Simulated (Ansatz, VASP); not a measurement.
BN: VASP and Ansatz over several settings

```
N B
1.0
     2.55394    0.00000    0.00000
    -1.27697    2.21178    0.00000
     0.00000    0.00000    4.22685
N B
2 2
Cartesian
  0.0000 1.4745 0.5295
  1.2770 0.7373 2.6430
  0.0000 1.4745 2.1123
  1.2770 0.7373 4.2257
```

Single points on this cell with VASP 6.6.1 and Ansatz 0.2.0. Each row is one pair of runs. Alike in all rows: spin: off.

```csv
level,k mesh,smearing,"VASP's potentials, cutoff","Ansatz's potentials, cutoff","gap on the k mesh at the Fermi level (eV), VASP","gap on the k mesh at the Fermi level (eV), Ansatz","least direct gap on the mesh (eV), VASP","least direct gap on the mesh (eV), Ansatz","pressure (GPa), VASP","pressure (GPa), Ansatz"
PBE,12 × 12 × 6,"gaussian, width 0.029 eV","VASP PAW PBE potentials, release 64 (N, B), 520 eV","Ansatz PAW, 420 eV",5.20,5.21,8.23,8.24,0.2,0.0
PBE,12 × 12 × 6,"gaussian, width 0.025 eV","VASP PAW PBE potentials, release 64 (N, B), 520 eV","Ansatz PAW, 420 eV",5.20,5.21,8.23,8.24,0.2,0.0
PBE,12 × 12 × 6,"gaussian, width 0.026 eV","VASP PAW PBE potentials, release 64 (N, B), 520 eV","Ansatz PAW, 420 eV",5.20,5.21,8.23,8.24,0.2,0.0
PBE,12 × 12 × 6,"gaussian, width 0.027 eV","VASP PAW PBE potentials, release 64 (N, B), 520 eV","Ansatz PAW, 420 eV",5.20,5.21,8.23,8.24,0.2,0.0
PBE,7 × 7 × 4,"fermi-dirac, width 0.05 eV","VASP PAW PBE potentials, release 64 (N, B), 520 eV","Ansatz PAW, 420 eV",5.58,5.60,8.23,8.24,0.2,0.0
r2SCAN,12 × 12 × 6,"fermi-dirac, width 0.05 eV","VASP PAW PBE potentials, release 64 (N_h, B_h), 910 eV","Ansatz PAW, 500 eV",5.74,5.76,8.93,8.94,-,-
PBE-based screened hybrid,6 × 6 × 3,"fermi-dirac, width 0.05 eV","VASP PAW PBE potentials, release 64 (N, B), 520 eV","Ansatz PAW, 420 eV",?,6.89,?,10.26,?,-9.3
PBE-based screened hybrid,7 × 7 × 4,"fermi-dirac, width 0.05 eV","VASP PAW PBE potentials, release 64 (N, B), 520 eV","Ansatz PAW, 420 eV",7.48,7.49,10.54,10.55,-12.1,-12.6
```

Task: Fill in what VASP gave in row 7.

Result: gap on the k mesh at the Fermi level (eV): 6.88; least direct gap on the mesh (eV): 10.26; pressure (GPa): -9.0.

The k mesh is coarse in some rows, so the values compare programs but aren't converged. Noted on VASP's runs: the cutoff is short for stress, so the pressure is rough. Noted on Ansatz's runs: Pulay correction over one GPa; odd divisions of the mesh miss points on the zone boundary, where band edges often lie, so the gap on the mesh can be too wide.
